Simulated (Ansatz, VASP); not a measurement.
# One calculation of C, two programs

```xyz
3
Lattice="6.6685 0.0000 0.0000 -3.3343 5.7751 0.0000 0.0000 0.0000 1.2744" Properties=species:S:1:pos:R:3 pbc="T T T"
C     0.0000    0.0000    0.0000
C     0.0000    3.8501    0.6372
C     3.3343    1.9250    0.6372
```

Alike in both runs: functional r2SCAN; k mesh 9 × 9 × 34; occupations gaussian, width 0.1 eV; no spin polarisation.

Ansatz relaxed the structure, and its values are those at the end. VASP's run is a single point on that final structure, the one shown.

```csv
,VASP,Ansatz
version,VASP 6.6.1,Ansatz 0.2.0
potentials or method,"VASP PAW PBE potentials, release 64 (C), cutoff 520 eV","scalar-relativistic, plane waves, PAW"
valence electrons in the cell,12,12
```

```csv
,VASP,Ansatz,Ansatz less VASP
gap on the k mesh at the Fermi level (eV),none,none,-
pressure (GPa),0.0,0.0,+0.03
```

VASP's potentials were made for PBE, not for r2SCAN. A gap of «none» marks a metal or a gap that the smearing closes.
